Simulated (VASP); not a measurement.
TiC, 2 atoms in the cell. The structure is tetragonal, space group I4/mmm (No. 139). The conventional cell has a = 3.152 Å, b = 3.152 Å, c = 4.393 Å, α = 90.00°, β = 90.00°, γ = 90.00°. Ti (site symmetry 4/mmm) has 6 C at 2.20 to 2.23 Å within 2.9 Å. Within 2.9 Å of C (site symmetry 4/mmm) lie 6 Ti at 2.20 to 2.23 Å.  This cell differs from its parent crystal: strain +0.030 along x and y, +0.015 along z.

```yaml
Program: VASP 6.6.1
Task: single point
Functional: PBEsol
Potentials_or_basis: VASP PAW PBE potentials, release 64 (Ti_sv, C)
Cutoff: 520 eV
k_mesh: 18 × 18 × 18
Occupations: gaussian, width 0.15 eV
Spin: no spin polarisation
Dipole_correction: no
Further_INCAR_settings: ALGO = Normal; EDIFF = 1e-06; NBANDS = 15
```

Potentials or basis: VASP PAW PBE potentials, release 64 (Ti_sv, C).

Launch:

```bash
$ cat potpaw_PBE.64/Ti_sv/POTCAR potpaw_PBE.64/C/POTCAR > POTCAR
$ mpirun -np 1 vasp_std > vasp.out
```

Hardware: 1 thread of AMD EPYC 9R45 96-Core Processor (Zen 5), on a shared host.

Estimate the wall time of this run.

It took 94 s on 1 thread of AMD EPYC 9R45 96-Core Processor (Zen 5) (shared host), peak memory 0.24 GiB. Counts: scf iterations 15, k points 480.
